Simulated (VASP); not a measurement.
A run of VASP 6.6.1 is set up as follows.

File INCAR:

```
SYSTEM = LiCl
ALGO = Normal
EDIFF = 1E-6
ENCUT = 520
GGA = PE
ISIF = 2
ISMEAR = -1
LASPH = .True.
LCHARG = .False.
LREAL = .False.
LWAVE = .False.
NBANDS = 12
NELM = 60
PREC = Accurate
SIGMA = 0.02
```

File KPOINTS:

```
k-points
0
Gamma
  8 8 8
  0 0 0
```

POSCAR

```
LiCl
1.0
    3.2711235254      0.0523379764      0.0000000000
    0.0523379764      3.2711235254      0.0000000000
    0.0000000000      0.0000000000      3.2711235254
Li Cl
1 1
Direct
    0.0000000000      0.0000000000      0.0000000000
    0.5000000000      0.5000000000      0.5000000000
```

Potentials or basis: VASP PAW PBE potentials, release 64 (Li_sv, Cl).

Launch:

```sh
$ cat potpaw_PBE.64/Li_sv/POTCAR potpaw_PBE.64/Cl/POTCAR > POTCAR
$ mpirun -np 1 vasp_std > vasp.out
```

(1) Predict the band gap on the k mesh.

Results:

(1) 4.44 eV (least direct gap 5.18 eV).

Caveat: the cell differs from its parent crystal (shear xy strain +3.2%).
